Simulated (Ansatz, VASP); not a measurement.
Two plane-wave programs on Y2Si2F

```
Y Si F
1.0
     4.07611    0.00000    0.00000
    -2.03806    3.53002    0.00000
     0.00000    0.00000    6.86959
Y Si F
2 2 1
Cartesian
  0.0000 2.3533 1.7861
  2.0381 1.1767 5.0835
  0.0000 2.3533 4.2591
  2.0381 1.1767 2.6104
  0.0000 0.0000 0.0000
```

Change from the starting cell: species swapped into the EuMn2As2 type (P-3m1, No. 164).

Alike in both runs: task relaxation of cell and atoms; functional PBE; k mesh 6 × 6 × 4; occupations gaussian, width 0.1 eV; no spin polarisation.

|  | VASP | Ansatz |
| --- | --- | --- |
| version | VASP 6.6.1 | Ansatz 0.2.0 |
| potentials or method | VASP PAW PBE potentials, release 64 (Y_sv, Si, F), cutoff 600 eV | scalar-relativistic, plane waves, PAW |
| valence electrons in the cell | 37 | 37 |

Ansatz gave:

* gap on the k mesh at the Fermi level, each at its own relaxed structure (eV): none
* relaxed volume (Å³/atom): 19.19
* relaxed cell length with the largest relative difference (Å): 8.029

Problem. Estimate VASP's values.

Solution. gap on the k mesh at the Fermi level, each at its own relaxed structure (eV): none; relaxed volume (Å³/atom): 19.20; relaxed cell length with the largest relative difference (Å): 8.006.

A gap of «none» marks a metal or a gap that the smearing closes.
